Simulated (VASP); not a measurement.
Input of a VASP 6.6.1 run:

Contents of INCAR:

```
PREC     = Accurate       # precision mode
ENCUT    = 520            # plane-wave cutoff, eV
EDIFF    = 1E-7           # SCF threshold, eV
ISMEAR   = 0              # smearing method
SIGMA    = 0.01           # smearing width, eV
LREAL    = F              # projectors in reciprocal space
LASPH    = T              # aspherical terms in the spheres
NELM     = 80             # most SCF steps
ALGO     = Normal         # electronic algorithm
ISIF     = 2              # what is computed and relaxed
LWAVE    = F              # write WAVECAR
LCHARG   = F              # write CHGCAR
GGA      = PS             # functional
NBANDS   = 11             # bands
```

The input KPOINTS:

```
regular mesh
0
Gamma
  10 10 10
```

POSCAR

```
AlN
1.0
    0.0000000000      2.2033360563      2.2033360563
    2.2033360563      0.0000000000      2.2033360563
    2.2033360563      2.2033360563      0.0000000000
Al N
1 1
Direct
    0.0000000000      0.0000000000      0.0000000000
    0.7500000000      0.7500000000      0.7500000000
```

Potentials or basis: VASP PAW PBE potentials, release 64 (Al, N).

Command:

```sh
$ cat potpaw_PBE.64/Al/POTCAR potpaw_PBE.64/N/POTCAR > POTCAR
$ mpirun -np 1 vasp_std > vasp.out
```

(1) Predict the band gap on the k mesh.

(2) Estimate the pressure.

Answers

(1) 3.17 eV, indirect (least direct gap 3.90 eV).

(2) -3.9 GPa.

Caveat: the PAW data sets were made with another functional, which shifts forces and pressure a little.
